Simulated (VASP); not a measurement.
# Zn9O8 (a cell with a defect) in VASP: further runs

Zn9O8 (a cell with a defect) is run at these levels: LDA; tasks: single point.

All numbers are computed with VASP 6.6.1; they aren't measurements. Logs are shortened: lines on timing, memory, paths and dates and some standing lists are left out, and cuts for length are marked.

## Step 1: The cell of the first run

The cell holds a defect, 17 atoms: a = 6.438 Å, b = 5.575 Å, c = 5.149 Å, α = 90.00°, β = 90.00°, γ = 90.00°.

## Step 2: Single point, LDA

Contents of INCAR:

```
SYSTEM = Zn9O8
  ALGO = Normal
  EDIFF = 1E-6
  ENCUT = 520
  GGA = CA
  ISIF = 2
  ISMEAR = 0
  LASPH = .True.
  LCHARG = .False.
  LREAL = Auto
  LWAVE = .False.
  NBANDS = 92
  NELM = 60
  PREC = Accurate
  SIGMA = 0.05
```

Contents of KPOINTS:

```
k-points
0
Gamma
  2 2 2
  0 0 0
```

Contents of POSCAR:

```
Zn9O8
1.0
   -3.2190000000     -5.5754720000      0.0000000000
    4.8285000000     -2.7877360000      0.0000000000
    0.0000000000      0.0000000000      5.1489000000
Zn O
9 8
Direct
    0.4895297639      0.3194993387      0.0222699747
    0.4837911278      0.6734694301      0.4767831152
    0.2573469246      0.8302320351     -0.0160817977
    0.2572066192      0.1731750053      0.5053147451
    0.0250191861      0.3194530185      0.0223908762
    0.0308750621      0.6735382999      0.4767531045
    0.7573423942      0.8451007284      0.0090017249
    0.7571543428      0.1329993668      0.4805306616
    0.7573837476      0.4931249517      0.7158941331
    0.5086842826      0.3290865626      0.3913026668
    0.5061662281      0.6586986665      0.8785186673
    0.2573518178      0.8527038743      0.3597693473
    0.2572559413      0.1587300506      0.8759593149
    0.0057044763      0.3291228545      0.3914056392
    0.0085123156      0.6586865828      0.8785457678
    0.7573200289      0.8115139030      0.3780353127
    0.7572702409      0.1685459312      0.8881541464
```

Potentials or basis: VASP PAW LDA potentials, release 64 (Zn, O).

On the command line:

```
$ cat potpaw_LDA.64/Zn/POTCAR potpaw_LDA.64/O/POTCAR > POTCAR
$ mpirun -np 1 vasp_std > vasp.out
```

OUTCAR:

```text
SYSTEM = Zn9O8
   EDIFF = 1E-6
   ENCUT = 520
   GGA = CA
   ISIF = 2
   ISMEAR = 0
   LASPH = .True.
   LREAL = Auto
   NELM = 60
   PREC = Accurate

 ion  position               nearest neighbor table
   1  0.490  0.319  0.022-  13 1.90  10 1.90  11 2.03  17 2.04   9 2.53   5 2.99   4 3.01
   2  0.484  0.673  0.477-  12 1.87  10 1.98  16 1.99  11 2.08   9 2.37   6 2.92
   3  0.257  0.830  0.984-  13 1.91  12 1.94  11 1.94  15 1.94
   4  0.257  0.173  0.505-  13 1.91  10 1.93  14 1.93  12 1.94   5 3.01   1 3.01
   5  0.025  0.319  0.022-  13 1.90  14 1.90  15 2.03  17 2.04   9 2.53   1 2.99   4 3.01
   6  0.031  0.674  0.477-  12 1.87  14 1.98  16 1.99  15 2.08   9 2.37   2 2.92
   7  0.757  0.845  0.009-  17 1.91  16 1.91  15 2.04  11 2.04   9 2.48   8 2.91
   8  0.757  0.133  0.481-  16 1.87  10 1.99  14 1.99  17 2.11   9 2.35   7 2.91
   9  0.757  0.493  0.716-  17 2.02  15 2.04  11 2.04   8 2.35   6 2.37   2 2.37   7 2.48  16 2.49
                            14 2.49  10 2.49   5 2.53   1 2.53
  10  0.509  0.329  0.391-   1 1.90   4 1.93   2 1.98   8 1.99   9 2.49
  11  0.506  0.659  0.879-   3 1.94   1 2.03   7 2.04   9 2.04   2 2.08
  12  0.257  0.853  0.360-   6 1.87   2 1.87   4 1.94   3 1.94
  13  0.257  0.159  0.876-   5 1.90   1 1.90   4 1.91   3 1.91
  14  0.006  0.329  0.391-   5 1.90   4 1.93   6 1.98   8 1.99   9 2.49
  15  0.009  0.659  0.879-   3 1.94   5 2.03   7 2.04   9 2.04   6 2.08
  16  0.757  0.812  0.378-   8 1.87   7 1.91   6 1.99   2 1.99   9 2.49
  17  0.757  0.169  0.888-   7 1.91   9 2.02   1 2.04   5 2.04   8 2.11

  LATTYP: Found a simple orthorhombic cell.
 ALAT       =     5.1489000000
 B/A-ratio  =     1.0828471445
 C/A-ratio  =     1.2503642312

  Lattice vectors:

 A1 = (   0.0000000000,   0.0000000000,  -5.1489000000)
 A2 = (   4.8285000000,  -2.7877360000,   0.0000000000)
 A3 = (  -3.2190000000,  -5.5754720000,   0.0000000000)

Analysis of symmetry for initial positions (statically):
=====================================================================
 Subroutine PRICEL returns:
 Original cell was already a primitive cell.

 Routine SETGRP: Setting up the symmetry group for a
 simple orthorhombic supercell.

 Subroutine GETGRP returns: Found  1 space group operations
 (whereof  1 operations were pure point group operations)
 out of a pool of  8 trial point group operations.

The static configuration has the point symmetry C_1 .

Analysis of symmetry for dynamics (positions and initial velocities):
=====================================================================
 Subroutine PRICEL returns:
 Original cell was already a primitive cell.

 Routine SETGRP: Setting up the symmetry group for a
 simple orthorhombic supercell.

 Subroutine GETGRP returns: Found  1 space group operations
 (whereof  1 operations were pure point group operations)
 out of a pool of  8 trial point group operations.

The dynamic configuration has the point symmetry C_1 .

 Subroutine INISYM returns: Found  1 space group operations
 (whereof  1 operations are pure point group operations),
 and found     1 'primitive' translations

----------------------------------------------------------------------------------------

                                     Primitive cell

  volume of cell :     184.8192

  direct lattice vectors                    reciprocal lattice vectors
    -3.219000000 -5.575472000  0.000000000    -0.077663871 -0.134517759  0.000000000
     4.828500000 -2.787736000  0.000000000     0.155327742 -0.089678506  0.000000000
     0.000000000  0.000000000  5.148900000     0.000000000  0.000000000  0.194216240

  length of vectors
     6.438000390  5.575471662  5.148900000     0.155327732  0.179357023  0.194216240

  position of ions in fractional coordinates (direct lattice)
     0.489529764  0.319499339  0.022269975
     0.483791128  0.673469430  0.476783115
     0.257346925  0.830232035  0.983918202
     0.257206619  0.173175005  0.505314745
     0.025019186  0.319453018  0.022390876
     0.030875062  0.673538300  0.476753104
[... 9 lines left out ...]
     0.757320029  0.811513903  0.378035313
     0.757270241  0.168545931  0.888154146

  ion indices of the primitive-cell ions
   primitive index   ion index
                 1           1
                 2           2
                 3           3
                 4           4
                 5           5
                 6           6
[... 9 lines left out ...]
                16          16
                17          17

----------------------------------------------------------------------------------------

 KPOINTS: k-points

Automatic generation of k-mesh.
 Grid dimensions read from file:
 generate k-points for:    2    2    2

 Generating k-lattice:

  Cartesian coordinates                     Fractional coordinates (reciprocal lattice)
    -0.038831935 -0.067258880  0.000000000     0.500000000  0.000000000  0.000000000
     0.077663871 -0.044839253  0.000000000     0.000000000  0.500000000  0.000000000
     0.000000000  0.000000000  0.097108120     0.000000000  0.000000000  0.500000000

  Length of vectors
     0.077663866  0.089678512  0.097108120

  Shift w.r.t. Gamma in fractional coordinates (k-lattice)
     0.000000000  0.000000000  0.000000000

 Subroutine IBZKPT returns following result:
 ===========================================

 Found      8 irreducible k-points:

 Following reciprocal coordinates:
            Coordinates               Weight
  0.000000  0.000000  0.000000      1.000000
  0.500000  0.000000  0.000000      1.000000
  0.000000  0.500000  0.000000      1.000000
  0.500000  0.500000  0.000000      1.000000
  0.000000  0.000000  0.500000      1.000000
  0.500000  0.000000  0.500000      1.000000
  0.000000  0.500000  0.500000      1.000000
  0.500000  0.500000  0.500000      1.000000
   k-points           NKPTS =      8   k-points in BZ     NKDIM =      8   number of bands    NBANDS=     92
   number of dos      NEDOS =    301   number of ions     NIONS =     17
   total plane-waves  NPLWV =  80640
   dimension x,y,z NGX =    48 NGY =   42 NGZ =   40
   dimension x,y,z NGXF=    96 NGYF=   84 NGZF=   80
   ions per type =               9   8
   NGX,Y,Z   is equivalent  to a cutoff of  12.39, 12.52, 12.92 a.u.
   NGXF,Y,Z  is equivalent  to a cutoff of  24.79, 25.05, 25.83 a.u.
 SYSTEM =  Zn9O8
   PREC   = accura    normal or accurate (medium, high low for compatibility)
   ISTART =      0    job   : 0-new  1-cont  2-samecut
   ICHARG =      2    charge: 1-file 2-atom 10-const
   ISPIN  =      1    spin polarized calculation?
   LNONCOLLINEAR =      F non collinear calculations
   LSORBIT =      F    spin-orbit coupling
   LASPH  =      T    aspherical Exc in radial PAW
   ENCUT  =  520.0 eV  38.22 Ry    6.18 a.u.  11.97 10.37  9.57*2*pi/ulx,y,z
   NELM   =     60;   NELMIN=  2; NELMDL= -5     # of ELM steps
   EDIFF  = 0.1E-05   stopping-criterion for ELM
   LREAL  =      T    real-space projection
   EDIFFG = 0.1E-04   stopping-criterion for IOM
   NSW    =      0    number of steps for IOM
   IBRION =     -1    ionic relax: 0-MD 1-quasi-New 2-CG
   NFREE  =      0    steps in history (QN), initial steepest desc. (CG)
   ISIF   =      2    stress and relaxation
   ISYM   =      2    0-nonsym 1-usesym 2-fastsym
   POTIM  = 0.5000    time-step for ionic-motion
   TEBEG  =    0.0;   TEEND  =   0.0 temperature during run
   PSTRESS=    0.0 pullay stress
   NELECT =     156.0000    total number of electrons
   NUPDOWN=      -1.0000    fix difference up-down
   EMIN   =  10.00;   EMAX   =-10.00  energy-range for DOS
   EFERMI =   0.00;   METHOD = LEGACY
   ISMEAR =     0;   SIGMA  =   0.05  broadening in eV -4-tet -1-fermi 0-gaus
   EFERMI_NEDOS =   21; number of points for ismear=-14 and -15
   IALGO  =     38    algorithm
   IMIX   =      4    mixing-type and parameters
     AMIX     =   0.40;   BMIX     =  1.00
     AMIX_MAG =   1.60;   BMIX_MAG =  1.00
  volume/ion in A,a.u.               =      10.87        73.37
  Fermi-wavevector in a.u.,A,eV,Ry     =   1.547156  2.923700 32.568138  2.393691
  Thomas-Fermi vector in A             =   2.652289
   LORBIT       =      0    0 simple, 1 ext, 2 COOP (PROOUT), +10 PAW based schemes
   GGA     = CA    functional components
   LHFCALC =     F    Hartree Fock is set to
   AEXX    =    0.0000 exact exchange contribution
   IVDW    =     0    specifies the selected vdW correction
   LEPSILON=     F    determine dielectric tensor
   LRPA    =     F    only Hartree local field effects (RPA)
 non-spin polarized calculation
 Gauss-broadening in eV      SIGMA  =   0.05
  energy-cutoff  :      520.00
  volume of cell :      184.82
 maximum number of plane-waves:      5004
 NGX is ok and might be reduce to    48
   NGX = 23   NGY = 21   NGZ = 19

 number of electron     156.0000004 magnetization

 Free energy of the ion-electron system (eV)
  ---------------------------------------------------
  ext. energy  EPLUGINS =         0.00000000
  ---------------------------------------------------
  free energy    TOTEN  =       -82.06988748 eV

  energy without entropy =      -82.06931164  energy(sigma->0) =      -82.06959956

 E-fermi :   4.8666     XC(G=0): -12.0970

 val. band max:        4.7874573353   @ k =   0.0000   0.5000   0.5000
 cond. band min:       4.9457504408   @ k =   0.5000   0.5000   0.0000
 fundamental gap:      0.1582931056
 Fermi energy:         4.8666010102

 k-point     1 :       0.0000    0.0000    0.0000
  band No.  band energies     occupation
      1     -16.6734      2.00000
      2     -15.9670      2.00000
      3     -15.8734      2.00000
      4     -15.7635      2.00000
      5     -15.7182      2.00000
      6     -15.6312      2.00000
[... 82 lines left out ...]
     89       9.6212      0.00000
     90       9.9428      0.00000

 k-point     2 :       0.5000    0.0000    0.0000
  band No.  band energies     occupation
      1     -16.4268      2.00000
      2     -16.3604      2.00000
      3     -15.7895      2.00000
      4     -15.7524      2.00000
      5     -15.6279      2.00000
      6     -15.6220      2.00000
[... 557 lines left out ...]
      6     -15.7717      2.00000
[... 82 lines left out ...]
     89      10.3441      0.00000
     90      10.3820      0.00000
 [bands above 90 left out]

------------------------ aborting loop because EDIFF is reached ----------------------------------------

  FORCE on cell =-STRESS in cart. coord.  units (eV):
  Direction    XX          YY          ZZ          XY          YZ          ZX
  --------------------------------------------------------------------------------------
  -------------------------------------------------------------------------------------
  Total       14.7218612     14.2780583     16.4725355     -0.3815750     -0.0244056      0.0415889
  in kB      127.6222012    123.7749232    142.7986050     -3.3078320     -0.2115693      0.3605297
  external PRESSURE =     131.3985765 kB  Pullay stress =       0.0000000 kB

 VOLUME and BASIS-vectors are now :
 -----------------------------------------------------------------------------
  energy-cutoff  :      520.00
  volume of cell :      184.82
      direct lattice vectors                 reciprocal lattice vectors
    -3.219000000 -5.575472000  0.000000000    -0.077663871 -0.134517759  0.000000000
     4.828500000 -2.787736000  0.000000000     0.155327742 -0.089678506  0.000000000
     0.000000000  0.000000000  5.148900000     0.000000000  0.000000000  0.194216240

 POSITION                                       TOTAL-FORCE (eV/Angst)
 -----------------------------------------------------------------------------------
     -0.03309     -3.62004      0.11467         0.002196     -0.018615     -0.017708
      1.69452     -4.57482      2.45491        -0.014987     -0.009744      0.010392
      3.18038     -3.74930      5.06610        -0.014009      0.007461     -0.011939
      0.00823     -1.91681      2.60182        -0.004048      0.002365     -0.005378
      1.46194     -1.03004      0.11529         0.018411      0.009236     -0.018389
      3.15279     -2.04979      2.45475         0.002917      0.018376      0.008959
[... 9 lines left out ...]
      1.48058     -6.48470      1.94647        -0.055532      0.035583      0.017182
     -1.62383     -4.69200      4.57302        -0.010244      0.006389      0.006346
 -----------------------------------------------------------------------------------
    total drift:                               -0.019821      0.002562      0.000005

  FREE ENERGIE OF THE ION-ELECTRON SYSTEM (eV)
  ---------------------------------------------------
  free  energy   TOTEN  =       -82.0698874767 eV

  energy  without entropy=      -82.0693116397  energy(sigma->0) =      -82.06959956
```

Wall time 4.3 min (1 thread of Intel Xeon 6975P-C, shared host); peak memory 0.27 GiB.

Results:

```
Free energy            : -82.0699 eV
Pressure               : 13.1 GPa
Largest force          : 0.068 eV/Å
Band gap on the k mesh : zero (band 78 reaches 5.20 eV, above the bottom of band 79 at 4.25 eV)
```

Forces in eV/Å, atoms in the order of the input:
```
Zn   0.002 -0.019 -0.018
Zn  -0.015 -0.010  0.010
Zn  -0.014  0.007 -0.012
Zn  -0.004  0.002 -0.005
Zn   0.018  0.009 -0.018
Zn   0.003  0.018  0.009
Zn  -0.007  0.003 -0.022
Zn   0.018 -0.011  0.008
Zn   0.004 -0.002 -0.028
O   -0.011 -0.017  0.030
O    0.023  0.017  0.013
O    0.049 -0.030 -0.022
O   -0.007  0.006 -0.014
O    0.012  0.014  0.031
O   -0.005 -0.029  0.014
O   -0.056  0.036  0.017
O   -0.010  0.006  0.006
```

Stress tensor (GPa, compression positive):
```
12.76 -0.33  0.04
-0.33 12.38 -0.02
 0.04 -0.02 14.28
```

Caveat: the k points lie up to 0.61 Å⁻¹ apart.

## Step 3: Single point, LDA

Contents of INCAR:

```
SYSTEM = Zn9O8
PREC = Accurate ; ENCUT = 520
EDIFF = 1E-6 ; ISMEAR = 0
SIGMA = 0.05 ; LREAL = Auto
LASPH = .True. ; NELM = 60
ALGO = Normal ; ISIF = 2
LWAVE = .False. ; LCHARG = .True.
LELF = .True. ; LVHAR = .True.
NBANDS = 92
```

Contents of KPOINTS:

```
regular mesh
0
Gamma
  2 2 2
  0 0 0
```

Contents of POSCAR:

```
Zn9O8
1.0
   -3.2190000000     -5.5754720000      0.0000000000
    4.8285000000     -2.7877360000      0.0000000000
    0.0000000000      0.0000000000      5.1489000000
Zn O
9 8
Direct
    0.4895297427      0.3194992734      0.0222699994
    0.4837911854      0.6734693644      0.4767831964
    0.2573468549      0.8302320650     -0.0160818816
    0.2572067180      0.1731749871      0.5053147274
    0.0250191362      0.3194529563      0.0223908019
    0.0308750496      0.6735383213      0.4767530929
    0.7573423659      0.8451007716      0.0090017285
    0.7571543180      0.1329994304      0.4805305988
    0.7573837045      0.4931250170      0.7158940745
    0.5086842060      0.3290865608      0.3913026083
    0.5061663124      0.6586986351      0.8785187127
    0.2573518108      0.8527038374      0.3597692711
    0.2572559853      0.1587300438      0.8759593311
    0.0057045057      0.3291228754      0.3914055429
    0.0085122531      0.6586865368      0.8785457088
    0.7573199876      0.8115139360      0.3780353085
    0.7572703064      0.1685459493      0.8881541689
```

Potentials or basis: VASP PAW LDA potentials, release 64 (Zn, O).

On the command line:

```
$ cat potpaw_LDA.64/Zn/POTCAR potpaw_LDA.64/O/POTCAR > POTCAR
$ mpirun -np 1 vasp_std > vasp.out
```

Wall time 4.2 min (1 thread of Intel Xeon 6975P-C, shared host); peak memory 0.27 GiB.

It converged, with:

* Free energy: -82.0699 eV
* Pressure: 13.1 GPa
* Largest force: 0.068 eV/Å
* Band gap on the k mesh: zero (band 78 reaches 5.20 eV, above the bottom of band 79 at 4.25 eV)

Forces on the atoms (eV/Å):
```
Zn   0.002 -0.019 -0.018
Zn  -0.015 -0.010  0.010
Zn  -0.014  0.007 -0.012
Zn  -0.004  0.002 -0.005
Zn   0.018  0.009 -0.018
Zn   0.003  0.018  0.009
Zn  -0.007  0.003 -0.022
Zn   0.018 -0.011  0.008
Zn   0.004 -0.002 -0.028
O   -0.011 -0.017  0.030
O    0.023  0.017  0.013
O    0.049 -0.030 -0.022
O   -0.007  0.006 -0.014
O    0.012  0.014  0.031
O   -0.005 -0.029  0.014
O   -0.056  0.036  0.017
O   -0.010  0.006  0.006
```

Stress tensor (GPa, compression positive):
```
12.76 -0.33  0.04
-0.33 12.38 -0.02
 0.04 -0.02 14.28
```

Levels at points of the mesh, in eV from the Fermi level:
```
           k point  band 74  band 75  band 76  band 77  band 78  band 79  band 80  band 81  band 82  band 83
(0.00, 0.00, 0.00)    -4.05    -3.41    -3.34    -3.34    -3.07     1.15     1.84     2.03     2.22     2.65
(0.50, 0.00, 0.00)    -3.97    -3.88    -3.59    -3.51    -1.03    -0.62     2.36     2.75     3.13     3.27
(0.00, 0.50, 0.00)    -3.95    -3.83    -3.73    -3.59    -0.75    -0.27     2.01     2.10     2.13     2.65
(0.50, 0.50, 0.00)    -4.14    -4.10    -4.08    -3.86     0.08     0.61     0.68     1.13     2.94     3.78
(0.00, 0.00, 0.50)    -3.79    -3.79    -3.65    -3.63    -0.57    -0.20     1.57     1.62     2.37     2.62
(0.50, 0.00, 0.50)    -4.43    -4.22    -4.18    -4.06     0.16     0.87     1.03     1.13     2.88     3.06
(0.00, 0.50, 0.50)    -4.39    -4.25    -4.21    -4.16    -0.08     0.90     1.21     1.32     1.68     1.69
(0.50, 0.50, 0.50)    -4.58    -4.55    -4.47    -4.32     0.33     1.51     1.59     1.68     1.86     1.94
```

Caveat: the k points lie up to 0.61 Å⁻¹ apart.

[end of part 1 of 2]
